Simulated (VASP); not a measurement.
Write the native input for VASP 6.6.1 that does the following.

| Item | Value |
| --- | --- |
| Task | single point |
| Functional | PBEsol |
| Potentials or basis | VASP PAW PBE potentials, release 64 (Hf_pv, C) |
| Cutoff | 520 eV |
| k mesh | 18 × 18 × 18 |
| Occupations | gaussian, width 0.15 eV |
| Spin | no spin polarisation |
| Dipole correction | no |
| Further INCAR settings | ALGO = Normal; EDIFF = 1e-06; NBANDS = 14 |

The structure of HfC lies in POSCAR:

```
HfC
1.0
    0.0000000000      2.3250000000      2.3250000000
    2.3250000000      0.0000000000      2.3250000000
    2.3250000000      2.3250000000      0.0000000000
Hf C
1 1
Direct
    0.5000000000      0.5000000000      0.5000000000
    0.0403225806     -0.0403225806      0.0403225806
```

This cell differs from its parent crystal: all C atoms moved +0.188 Å, as atom 2 along Cartesian [0 1 0].

The input as run:

INCAR

```
ALGO = Normal ; EDIFF = 1E-6
ENCUT = 520 ; GGA = PS
ISIF = 2 ; ISMEAR = 0
LASPH = True ; LCHARG = True
LELF = True ; LREAL = False
LVHAR = True ; LWAVE = False
NBANDS = 14 ; NELM = 60
PREC = Accurate ; SIGMA = 0.15
```

KPOINTS

```
k-points
0
Gamma
  18 18 18
```

Potentials or basis: VASP PAW PBE potentials, release 64 (Hf_pv, C).

The run is started by

```sh
$ cat potpaw_PBE.64/Hf_pv/POTCAR potpaw_PBE.64/C/POTCAR > POTCAR
$ mpirun -np 1 vasp_std > vasp.out
```

It gave:

| Quantity | Value |
| --- | --- |
| Pressure | -3.7 GPa |
| Largest force | 1.548 eV/Å |
| Band gap on the k mesh | zero (band 7 reaches 6.39 eV, above the bottom of band 8 at 5.29 eV) |

Caveat: the cell differs from its parent crystal (all C atoms moved +0.188 Å, as atom 2 along Cartesian [0 1 0]); the PAW data sets were made with another functional, which shifts forces and pressure a little; spin-orbit coupling is left out, which moves the levels of the heavy elements.

It took 37 s on 1 thread of Intel(R) Xeon(R) 6975P-C (Granite Rapids), with other jobs on the host, peak memory 0.28 GiB.
